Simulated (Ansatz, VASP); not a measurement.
**SiC: VASP beside Ansatz**

Contents of INCAR:

```
SYSTEM = SiC
ALGO     = Normal         ! electronic algorithm
EDIFF    = 1E-6           ! SCF threshold, eV
ENCUT    = 600            ! plane-wave cutoff, eV
GGA      = PE             ! functional
GGA_COMPAT= .FALSE.      
ISIF     = 2              ! what is computed and relaxed
ISMEAR   = -1             ! smearing method
LASPH    = .TRUE.         ! aspherical terms in the spheres
LCHARG   = .TRUE.         ! write CHGCAR
LELF     = .TRUE.         ! ELF
LREAL    = .FALSE.        ! projectors in reciprocal space
LVHAR    = .TRUE.       
LWAVE    = .FALSE.        ! write WAVECAR
NBANDS   = 11             ! bands
NELM     = 120            ! most SCF steps
PREC     = Accurate       ! precision mode
SIGMA    = 0.2            ! smearing width, eV
```

File KPOINTS:

```
k-points
0
G
  8 8 8
  0 0 0
```

Contents of POSCAR:

```
SiC
1.0
    0.0000000000      2.0138689999      2.0138689999
    2.0138689999      0.0000000000      2.0138689999
    2.0138689999      2.0138689999      0.0000000000
Si C
1 1
Direct
    0.0000000000      0.0000000000      0.0000000000
    0.5000000000      0.5000000000      0.5000000000
```

Input for Ansatz:

```yaml
crystal:
  lattice:
    - [0.0, 2.0138689999, 2.0138689999]
    - [2.0138689999, 0.0, 2.0138689999]
    - [2.0138689999, 2.0138689999, 0.0]
  atoms:
    - { symbol: Si, position: [0.0, 0.0, 0.0] }
    - { symbol: C, position: [0.5, 0.5, 0.5] }
kpoints:
  mp_grid: { grid: [8, 8, 8] }
hamiltonian:
  xc: pbe
scf:
  occupations: { method: fermi_dirac, width: 0.2 }
  n_extra_bands: 4
output:
  forces: true
  stress: true
  eigenvalues: true
```

Alike in both runs: task single point; functional PBE; k mesh 8 × 8 × 8; occupations fermi-dirac, width 0.2 eV; no spin polarisation.

```csv
,VASP,Ansatz
version,VASP 6.6.1,Ansatz 0.2.0
potentials or method,"VASP PAW PBE potentials, release 64 (Si, C)",plane waves
plane-wave cutoff (eV),600,420
valence electrons in the cell,8,8
```

|  | VASP | Ansatz | Ansatz less VASP |
| --- | --- | --- | --- |
| pressure (GPa) | 6.7 | 6.7 | -0.01 |
